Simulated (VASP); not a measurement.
Set up this calculation in VASP 6.6.1, as the native input.

```yaml
Task: single point
Functional: PBEsol
Potentials_or_basis: VASP PAW PBE potentials, release 64 (Ru_pv)
Cutoff: 520 eV
k_mesh: 18 × 18 × 10
Occupations: fermi-dirac, width 0.08 eV
Spin: no spin polarisation
Dipole_correction: no
Further_INCAR_settings: ALGO = Normal; EDIFF = 1e-06; NBANDS = 21
```

The structure of Ru lies in POSCAR:

```
Ru
1.0
    2.6902825050      0.0000000000      0.0000000000
   -1.3451412525      2.3298529927      0.0000000000
    0.0000000000      0.0000000000      4.2511266245
Ru
2
Direct
    0.3333333333      0.6666666667      0.2500000000
    0.6666666667      0.3333333333      0.7500000000
```

One way to write it, as run:

INCAR

```
PREC = Accurate
ENCUT = 520
EDIFF = 1E-6
ISMEAR = -1
SIGMA = 0.08
LREAL = F
LASPH = T
NELM = 80
ALGO = Normal
ISIF = 2
LWAVE = F
LCHARG = F
GGA = PS
NBANDS = 21
```

KPOINTS

```
Automatic mesh
0
Gamma
  18 18 10
```

Potentials or basis: VASP PAW PBE potentials, release 64 (Ru_pv).

Run with:

```sh
$ cat potpaw_PBE.64/Ru_pv/POTCAR > POTCAR
$ mpirun -np 1 vasp_std > vasp.out
```

Results of the run:

| Property | Result |
| --- | --- |
| Pressure | 0.0 GPa |
| Band gap on the k mesh | zero (bands 14 and 15 overlap by 3.22 eV) |

Caveat: the PAW data sets were made with another functional, which shifts forces and pressure a little.

Run time: 2 min on 1 thread of Intel Xeon 8259CL, with other jobs on the host, peak memory 0.21 GiB.
